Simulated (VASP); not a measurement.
Wanted: the native input for a VASP 6.6.1 run.

| Item | Value |
| --- | --- |
| Task | single point |
| Functional | r2SCAN |
| Potentials or basis | VASP PAW PBE potentials, release 64 (Ga_d, N) |
| Cutoff | 520 eV |
| k mesh | 10 × 10 × 10 |
| Occupations | gaussian, width 0.05 eV |
| Spin | no spin polarisation |
| Dipole correction | no |
| Further INCAR settings | ALGO = Normal; EDIFF = 1e-06; NBANDS = 16 |

Crystal: GaN.

```xyz
2
Lattice="0.0633 2.2535 2.2535 2.2535 0.0633 2.2535 2.3168 2.3168 0.0000" Properties=species:S:1:pos:R:3 pbc="T T T"
Ga    0.0000    0.0000    0.0000
N     3.4752    3.4752    3.3803
```

This cell differs from its parent crystal: strain +0.0562 x Voigt [0, 0, 0, 0, 0, 1].

The input as run:

POSCAR

```
GaN
1.0
    0.0633233671      2.2535006075      2.2535006075
    2.2535006075      0.0633233671      2.2535006075
    2.3168239746      2.3168239746      0.0000000000
Ga N
1 1
Direct
    0.0000000000      0.0000000000      0.0000000000
    0.7500000000      0.7500000000      0.7500000000
```

INCAR.step1

```
SYSTEM = GaN
ALGO     = Normal         ! electronic algorithm
EDIFF    = 1E-4           ! SCF threshold, eV
ENCUT    = 520            ! plane-wave cutoff, eV
GGA      = PE             ! functional
ISMEAR   = 0              ! smearing method
LASPH    = .True.         ! aspherical terms in the spheres
LCHARG   = .False.        ! write CHGCAR
LREAL    = .False.        ! projectors in reciprocal space
LWAVE    = .True.         ! write WAVECAR
NBANDS   = 16             ! bands
NELM     = 100            ! most SCF steps
PREC     = Accurate       ! precision mode
SIGMA    = 0.05           ! smearing width, eV
```

INCAR.step2

```
SYSTEM = GaN
ALGO     = Normal         ! electronic algorithm
EDIFF    = 1E-6           ! SCF threshold, eV
ENCUT    = 520            ! plane-wave cutoff, eV
ISIF     = 2              ! what is computed and relaxed
ISMEAR   = 0              ! smearing method
ISTART   = 1            
LASPH    = .True.         ! aspherical terms in the spheres
LCHARG   = .True.         ! write CHGCAR
LELF     = .True.         ! ELF
LMIXTAU  = .True.       
LREAL    = .False.        ! projectors in reciprocal space
LVHAR    = .True.       
LWAVE    = .False.        ! write WAVECAR
METAGGA  = R2SCAN         ! meta-GGA
NBANDS   = 16             ! bands
NELM     = 100            ! most SCF steps
PREC     = Accurate       ! precision mode
SIGMA    = 0.05           ! smearing width, eV
```

KPOINTS

```
k-points
0
Gamma
  10 10 10
  0 0 0
```

Potentials or basis: VASP PAW PBE potentials, release 64 (Ga_d, N).

The run is started by

```bash
$ cat potpaw_PBE.64/Ga_d/POTCAR potpaw_PBE.64/N/POTCAR > POTCAR
$ cp INCAR.step1 INCAR
$ mpirun -np 1 vasp_std > vasp.out
$ cp INCAR.step2 INCAR
$ mpirun -np 1 vasp_std > vasp.out
```

Results of the run:

```yaml
Pressure: 0.6 GPa
Largest_force: 0.479 eV/Å
Band_gap_on_the_k_mesh: 1.94 eV
```

Caveat: the cell differs from its parent crystal (strain +0.0562 x Voigt [0, 0, 0, 0, 0, 1]); the PAW data sets were made with another functional, which shifts forces and pressure a little.

It took 3.6 min on 1 thread of Intel Xeon 8259CL, on a shared host, peak memory 0.19 GiB.
